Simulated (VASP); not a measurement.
A run of VASP 6.6.1 is set up as follows.

POSCAR

```
TiSi
1.0
    0.0000000000      2.8968475028      2.8968475028
    2.8968475028      0.0000000000      2.8968475028
    2.8968475028      2.8968475028      0.0000000000
Ti Si
1 1
Direct
    0.0000000000      0.0000000000      0.0000000000
    0.2500000000      0.2500000000      0.2500000000
```

The input INCAR.step1:

```
PREC = Accurate ; ENCUT = 520
ISMEAR = 0 ; SIGMA = 0.02
LREAL = False ; LASPH = True
NELM = 80 ; NBANDS = 15
GGA = PE ; ALGO = Normal
EDIFF = 1E-4 ; LWAVE = True
LCHARG = False
```

The input INCAR.step2:

```
PREC = Accurate ; ENCUT = 520
EDIFF = 1E-7 ; ISMEAR = 0
SIGMA = 0.02 ; LREAL = False
LASPH = True ; NELM = 80
ALGO = Normal ; ISIF = 2
LWAVE = False ; LCHARG = False
METAGGA = R2SCAN ; LMIXTAU = True
NBANDS = 15 ; ISTART = 1
```

KPOINTS

```
regular mesh
0
Gamma
  10 10 10
```

Potentials or basis: VASP PAW PBE potentials, release 64 (Ti_sv, Si).

Command:

```sh
$ cat potpaw_PBE.64/Ti_sv/POTCAR potpaw_PBE.64/Si/POTCAR > POTCAR
$ cp INCAR.step1 INCAR
$ mpirun -np 1 vasp_std > vasp.out
$ cp INCAR.step2 INCAR
$ mpirun -np 1 vasp_std > vasp.out
```

**Question.** Estimate the band gap on the k mesh.

**Answer.** 0.34 eV (least direct gap 0.37 eV).

**Question.** Predict the pressure.

**Answer.** 0.1 GPa.

Caveat: the PAW data sets were made with another functional, which shifts forces and pressure a little. A k mesh can miss the band edges.
